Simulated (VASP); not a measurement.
# AlSi3C3N (an interface model) in VASP: single point with LDA

Aim: the single point of AlSi3C3N (an interface model) with LDA.

Everything below comes from runs of VASP 6.6.1. Logs are shortened: lines on timing, memory, paths and dates and some standing lists are left out, and cuts for length are marked.

## (1) The cell of the first run

The cell holds layers of an interface, 32 atoms: a = 3.059 Å, b = 3.059 Å, c = 40.069 Å, α = 90.00°, β = 90.00°, γ = 120.00°.

## (2) Single point, LDA

INCAR reads:

```
SYSTEM = AlSi3C3N
PREC     = Accurate       ! precision mode
ENCUT    = 520            ! plane-wave cutoff, eV
EDIFF    = 1E-7           ! SCF threshold, eV
ISMEAR   = 0              ! smearing method
SIGMA    = 0.05           ! smearing width, eV
LREAL    = Auto         
LASPH    = .True.         ! aspherical terms in the spheres
NELM     = 100            ! most SCF steps
ALGO     = Normal         ! electronic algorithm
ISIF     = 2              ! what is computed and relaxed
LWAVE    = .False.        ! write WAVECAR
LCHARG   = .False.        ! write CHGCAR
GGA      = CA             ! functional
NBANDS   = 86             ! bands
```

KPOINTS reads:

```
Automatic mesh
0
Gamma
  9 9 1
  0 0 0
```

POSCAR reads:

```
AlSi3C3N
1.0
    3.0592956146      0.0000000000      0.0000000000
   -1.5296478073      2.6494277199      0.0000000000
    0.0000000000      0.0000000000     40.0689993470
Si C N Al
12 12 4 4
Direct
    0.0000000000      0.0000000000      0.0124784748
    0.6666666667      0.3333333333      0.0749622774
    0.3333333333      0.6666666667      0.1373366877
    0.0000000000      0.0000000000      0.1998017424
    0.3333333333      0.6666666667      0.2622855450
    0.6666666667      0.3333333333      0.3246599552
    0.0000000000      0.0000000000      0.3871250100
    0.6666666667      0.3333333333      0.4496088126
    0.3333333333      0.6666666667      0.5119832228
    0.0000000000      0.0000000000      0.5744482775
    0.3333333333      0.6666666667      0.6369320801
    0.6666666667      0.3333333333      0.6993064903
    0.6666666667      0.3333333333      0.0281356228
    0.3333333333      0.6666666667      0.0905112295
    0.0000000000      0.0000000000      0.1528393980
    0.3333333333      0.6666666667      0.2154588904
    0.6666666667      0.3333333333      0.2778344970
    0.0000000000      0.0000000000      0.3401626656
    0.6666666667      0.3333333333      0.4027821580
    0.3333333333      0.6666666667      0.4651577646
    0.0000000000      0.0000000000      0.5274859331
    0.3333333333      0.6666666667      0.5901054255
    0.6666666667      0.3333333333      0.6524810321
    0.0000000000      0.0000000000      0.7148092007
    0.0000000000      0.0000000000      0.7522446252
    0.3333333333     -0.3333333333      0.8142773567
    0.0000000000      0.0000000000      0.8763100882
    0.3333333333     -0.3333333333      0.9383428196
    0.3333333333     -0.3333333333      0.7672323097
    0.0000000000      0.0000000000      0.8292650412
    0.3333333333     -0.3333333333      0.8912977726
    0.0000000000      0.0000000000      0.9533305041
```

Potentials or basis: VASP PAW LDA potentials, release 64 (Si, C, N, Al).

On the command line:

```bash
$ cat potpaw_LDA.64/Si/POTCAR potpaw_LDA.64/C/POTCAR potpaw_LDA.64/N/POTCAR potpaw_LDA.64/Al/POTCAR > POTCAR
$ mpirun -np 1 vasp_std > vasp.out
```

OUTCAR:

```text
SYSTEM = AlSi3C3N
   PREC = Accurate
   ENCUT = 520
   EDIFF = 1E-7
   ISMEAR = 0
   LREAL = Auto
   LASPH = .True.
   NELM = 100
   ISIF = 2
   GGA = CA

 ion  position               nearest neighbor table
   1  0.000  0.000  0.012-  13 1.87  13 1.87  13 1.87  32 2.37   2 3.06   2 3.06   2 3.06
   2  0.667  0.333  0.075-  14 1.87  14 1.87  14 1.87  13 1.88   3 3.06   3 3.06   3 3.06   1 3.06
                             1 3.06   1 3.06
   3  0.333  0.667  0.137-  15 1.87  15 1.87  15 1.87  14 1.88   2 3.06   2 3.06   2 3.06   4 3.06
                             4 3.06   4 3.06
   4  0.000  0.000  0.200-  16 1.87  16 1.87  16 1.87  15 1.88   3 3.06   3 3.06   3 3.06   5 3.06
                             5 3.06   5 3.06
   5  0.333  0.667  0.262-  17 1.87  17 1.87  17 1.87  16 1.88   6 3.06   6 3.06   6 3.06   4 3.06
                             4 3.06   4 3.06
   6  0.667  0.333  0.325-  18 1.87  18 1.87  18 1.87  17 1.88   5 3.06   5 3.06   5 3.06   7 3.06
                             7 3.06   7 3.06
   7  0.000  0.000  0.387-  19 1.87  19 1.87  19 1.87  18 1.88   6 3.06   6 3.06   6 3.06   8 3.06
                             8 3.06   8 3.06
   8  0.667  0.333  0.450-  20 1.87  20 1.87  20 1.87  19 1.88   9 3.06   9 3.06   9 3.06   7 3.06
                             7 3.06   7 3.06
   9  0.333  0.667  0.512-  21 1.87  21 1.87  21 1.87  20 1.88   8 3.06   8 3.06   8 3.06  10 3.06
                            10 3.06  10 3.06
  10  0.000  0.000  0.574-  22 1.87  22 1.87  22 1.87  21 1.88   9 3.06   9 3.06   9 3.06  11 3.06
[... 19 lines left out ...]
  27  0.000  0.000  0.876-  31 1.87  31 1.87  31 1.87  30 1.89
  28  0.333  0.667  0.938-  32 1.87  32 1.87  32 1.87  31 1.89
  29  0.333  0.667  0.767-  25 1.87  25 1.87  25 1.87  26 1.89  30 3.05  30 3.05  30 3.05  12 3.24
                            12 3.24  12 3.24
  30  0.000  0.000  0.829-  26 1.87  26 1.87  26 1.87  27 1.89  31 3.05  31 3.05  31 3.05  29 3.05
                            29 3.05  29 3.05
  31  0.333  0.667  0.891-  27 1.87  27 1.87  27 1.87  28 1.89  30 3.05  30 3.05  30 3.05  32 3.05
                            32 3.05  32 3.05
  32  0.000  0.000  0.953-  28 1.87  28 1.87  28 1.87   1 2.37  31 3.05  31 3.05  31 3.05

  LATTYP: Found a hexagonal cell.
 ALAT       =     3.0592956146
 C/A-ratio  =    13.0974591523

  Lattice vectors:

 A1 = (   3.0592956146,   0.0000000000,   0.0000000000)
 A2 = (  -1.5296478073,   2.6494277199,   0.0000000000)
 A3 = (   0.0000000000,   0.0000000000,  40.0689993470)

Analysis of symmetry for initial positions (statically):
=====================================================================
 Subroutine PRICEL returns:
 Original cell was already a primitive cell.

 Routine SETGRP: Setting up the symmetry group for a
 hexagonal supercell.

 Subroutine GETGRP returns: Found  6 space group operations
 (whereof  6 operations were pure point group operations)
 out of a pool of 24 trial point group operations.

The static configuration has the point symmetry C_3v.

Analysis of symmetry for dynamics (positions and initial velocities):
=====================================================================
 Subroutine PRICEL returns:
 Original cell was already a primitive cell.

 Routine SETGRP: Setting up the symmetry group for a
 hexagonal supercell.

 Subroutine GETGRP returns: Found  6 space group operations
 (whereof  6 operations were pure point group operations)
 out of a pool of 24 trial point group operations.

The dynamic configuration has the point symmetry C_3v.

 Subroutine INISYM returns: Found  6 space group operations
 (whereof  6 operations are pure point group operations),
 and found     1 'primitive' translations

----------------------------------------------------------------------------------------

                                     Primitive cell

  volume of cell :     324.7746

  direct lattice vectors                    reciprocal lattice vectors
     3.059295615  0.000000000  0.000000000     0.326872629  0.188720000  0.000000000
    -1.529647807  2.649427720  0.000000000     0.000000000  0.377440001  0.000000000
     0.000000000  0.000000000 40.068999347     0.000000000  0.000000000  0.024956950

  length of vectors
     3.059295615  3.059295615 40.068999347     0.377440001  0.377440001  0.024956950

  position of ions in fractional coordinates (direct lattice)
     0.000000000  0.000000000  0.012478475
     0.666666667  0.333333333  0.074962277
     0.333333333  0.666666667  0.137336688
[... 74 lines left out ...]

  Cartesian coordinates                     Fractional coordinates (reciprocal lattice)
     0.036319181  0.020968889  0.000000000     0.111111111 -0.000000000  0.000000000
     0.000000000  0.041937778  0.000000000     0.000000000  0.111111111  0.000000000
     0.000000000  0.000000000  0.024956950     0.000000000  0.000000000  1.000000000

  Length of vectors
     0.041937778  0.041937778  0.024956950

  Shift w.r.t. Gamma in fractional coordinates (k-lattice)
     0.000000000  0.000000000  0.000000000

 Subroutine IBZKPT returns following result:
 ===========================================

 Found     12 irreducible k-points:

 Following reciprocal coordinates:
            Coordinates               Weight
  0.000000  0.000000  0.000000      1.000000
  0.111111  0.000000  0.000000      6.000000
  0.222222  0.000000  0.000000      6.000000
  0.333333 -0.000000  0.000000      6.000000
  0.444444  0.000000  0.000000      6.000000
  0.111111  0.111111  0.000000      6.000000
  0.222222  0.111111  0.000000     12.000000
  0.333333  0.111111  0.000000     12.000000
  0.444444  0.111111  0.000000      6.000000
  0.222222  0.222222  0.000000      6.000000
  0.333333  0.222222  0.000000     12.000000
  0.333333  0.333333  0.000000      2.000000
   k-points           NKPTS =     12   k-points in BZ     NKDIM =     12   number of bands    NBANDS=     86
   number of dos      NEDOS =    301   number of ions     NIONS =     32
   total plane-waves  NPLWV = 172800
   dimension x,y,z NGX =    24 NGY =   24 NGZ =  300
   dimension x,y,z NGXF=    48 NGYF=   48 NGZF=  600
   ions per type =              12  12   4   4
   NGX,Y,Z   is equivalent  to a cutoff of  13.04, 13.04, 12.45 a.u.
   NGXF,Y,Z  is equivalent  to a cutoff of  26.08, 26.08, 24.89 a.u.
 SYSTEM =  AlSi3C3N
   PREC   = accura    normal or accurate (medium, high low for compatibility)
   ISTART =      0    job   : 0-new  1-cont  2-samecut
   ICHARG =      2    charge: 1-file 2-atom 10-const
   ISPIN  =      1    spin polarized calculation?
   LNONCOLLINEAR =      F non collinear calculations
   LSORBIT =      F    spin-orbit coupling
   LASPH  =      T    aspherical Exc in radial PAW
   ENCUT  =  520.0 eV  38.22 Ry    6.18 a.u.   5.69  5.69 74.50*2*pi/ulx,y,z
   NELM   =    100;   NELMIN=  2; NELMDL= -5     # of ELM steps
   EDIFF  = 0.1E-06   stopping-criterion for ELM
   LREAL  =      T    real-space projection
   EDIFFG = 0.1E-05   stopping-criterion for IOM
   NSW    =      0    number of steps for IOM
   IBRION =     -1    ionic relax: 0-MD 1-quasi-New 2-CG
   NFREE  =      0    steps in history (QN), initial steepest desc. (CG)
   ISIF   =      2    stress and relaxation
   ISYM   =      2    0-nonsym 1-usesym 2-fastsym
   POTIM  = 0.5000    time-step for ionic-motion
   TEBEG  =    0.0;   TEEND  =   0.0 temperature during run
   PSTRESS=    0.0 pullay stress
   NELECT =     128.0000    total number of electrons
   NUPDOWN=      -1.0000    fix difference up-down
   EMIN   =  10.00;   EMAX   =-10.00  energy-range for DOS
   EFERMI =   0.00;   METHOD = LEGACY
   ISMEAR =     0;   SIGMA  =   0.05  broadening in eV -4-tet -1-fermi 0-gaus
   EFERMI_NEDOS =   21; number of points for ismear=-14 and -15
   IALGO  =     38    algorithm
   IMIX   =      4    mixing-type and parameters
     AMIX     =   0.40;   BMIX     =  1.00
     AMIX_MAG =   1.60;   BMIX_MAG =  1.00
  volume/ion in A,a.u.               =      10.15        68.49
  Fermi-wavevector in a.u.,A,eV,Ry     =   1.200284  2.268209 19.601676  1.440683
  Thomas-Fermi vector in A             =   2.336124
   LORBIT       =      0    0 simple, 1 ext, 2 COOP (PROOUT), +10 PAW based schemes
   GGA     = CA    functional components
   LHFCALC =     F    Hartree Fock is set to
   AEXX    =    0.0000 exact exchange contribution
   IVDW    =     0    specifies the selected vdW correction
   LEPSILON=     F    determine dielectric tensor
   LRPA    =     F    only Hartree local field effects (RPA)
 non-spin polarized calculation
 Gauss-broadening in eV      SIGMA  =   0.05
  energy-cutoff  :      520.00
  volume of cell :      324.77
 maximum number of plane-waves:      8784
 NGX is ok and might be reduce to    24
   NGX = 11   NGY = 11   NGZ =149

 number of electron     127.9999989 magnetization

 Free energy of the ion-electron system (eV)
  ---------------------------------------------------
  ext. energy  EPLUGINS =         0.00000000
  ---------------------------------------------------
  free energy    TOTEN  =      -262.04498476 eV

  energy without entropy =     -262.03969898  energy(sigma->0) =     -262.04234187

 E-fermi :   9.5591     XC(G=0): -11.5716

 val. band max:        9.5402195929   @ k =   0.0000   0.0000   0.0000
 cond. band min:       9.5669741707   @ k =   0.1111   0.1111   0.0000
 fundamental gap:      0.0267545778
 Fermi energy:         9.5591428180

 k-point     1 :       0.0000    0.0000    0.0000
  band No.  band energies     occupation
      1     -11.3056      2.00000
      2      -8.8169      2.00000
      3      -7.8365      2.00000
      4      -7.5642      2.00000
      5      -7.3342      2.00000
      6      -6.9753      2.00000
[... 937 lines left out ...]
     75      13.2478      0.00000
     76      13.5386      0.00000
 [bands above 76 left out]

------------------------ aborting loop because EDIFF is reached ----------------------------------------

  FORCE on cell =-STRESS in cart. coord.  units (eV):
  Direction    XX          YY          ZZ          XY          YZ          ZX
  --------------------------------------------------------------------------------------
  -------------------------------------------------------------------------------------
  Total        6.8273104      6.8273104      5.9066079      0.0000000      0.0000000     -0.0000000
  in kB       33.6804757     33.6804757     29.1384673      0.0000000      0.0000000     -0.0000000
  external PRESSURE =      32.1664729 kB  Pullay stress =       0.0000000 kB

 VOLUME and BASIS-vectors are now :
 -----------------------------------------------------------------------------
  energy-cutoff  :      520.00
  volume of cell :      324.77
      direct lattice vectors                 reciprocal lattice vectors
     3.059295615  0.000000000  0.000000000     0.326872629  0.188720000  0.000000000
    -1.529647807  2.649427720  0.000000000     0.000000000  0.377440001  0.000000000
     0.000000000  0.000000000 40.068999347     0.000000000  0.000000000  0.024956950

 POSITION                                       TOTAL-FORCE (eV/Angst)
 -----------------------------------------------------------------------------------
      0.00000      0.00000      0.50000         0.000000      0.000000      0.679878
      1.52965      0.88314      3.00366         0.000000     -0.000000     -0.248579
     -0.00000      1.76629      5.50294        -0.000000      0.000000     -0.225296
      0.00000      0.00000      8.00586         0.000000      0.000000     -0.187371
     -0.00000      1.76629     10.50952         0.000000     -0.000000     -0.205486
      1.52965      0.88314     13.00880        -0.000000      0.000000     -0.213859
[... 24 lines left out ...]
     -0.00000      1.76629     35.71341         0.000000      0.000000      1.024766
      0.00000      0.00000     38.19900         0.000000      0.000000     -0.063753
 -----------------------------------------------------------------------------------
    total drift:                                0.000000     -0.000000      0.017531

  FREE ENERGIE OF THE ION-ELECTRON SYSTEM (eV)
  ---------------------------------------------------
  free  energy   TOTEN  =      -262.0449847550 eV

  energy  without entropy=     -262.0396989841  energy(sigma->0) =     -262.04234187
```

Wall time 44 min (1 thread of Intel Xeon 8259CL, shared host); peak memory 0.48 GiB.

Results:

```
Free energy            : -262.0450 eV
Pressure               : 3.2 GPa
Largest force          : 1.991 eV/Å
Band gap on the k mesh : zero (bands 64 and 65 overlap by 0.37 eV)
```

Forces on the atoms (eV/Å):
```
Si   0.000  0.000  0.680
Si   0.000  0.000 -0.249
Si   0.000  0.000 -0.225
Si   0.000  0.000 -0.187
Si   0.000  0.000 -0.205
Si   0.000  0.000 -0.214
Si   0.000  0.000 -0.191
Si   0.000  0.000 -0.207
Si   0.000  0.000 -0.220
Si   0.000  0.000 -0.167
Si   0.000  0.000 -0.229
Si   0.000  0.000 -1.991
C    0.000  0.000  0.538
C    0.000  0.000  0.185
C    0.000  0.000  0.211
C    0.000  0.000  0.195
C    0.000  0.000  0.207
C    0.000  0.000  0.204
C    0.000  0.000  0.217
C    0.000  0.000  0.198
C    0.000  0.000  0.210
C    0.000  0.000  0.275
C    0.000  0.000  0.457
C    0.000  0.000 -0.504
N    0.000  0.000  1.133
N    0.000  0.000 -1.106
N    0.000  0.000 -1.079
N    0.000  0.000 -1.282
Al   0.000  0.000  1.245
Al   0.000  0.000  1.141
Al   0.000  0.000  1.025
Al   0.000  0.000 -0.064
```

Stress tensor (GPa, compression positive):
```
3.37 0.00 0.00
0.00 3.37 0.00
0.00 0.00 2.91
```

Levels at points of the mesh, in eV from the Fermi level:
```
           k point  band 60  band 61  band 62  band 63  band 64  band 65  band 66  band 67  band 68  band 69
(0.00, 0.00, 0.00)    -0.91    -0.91    -0.54    -0.54    -0.19    -0.02     1.60     3.26     3.42     3.74
```

The gap in the log of VASP goes by the Fermi energy; the results here count the filled bands.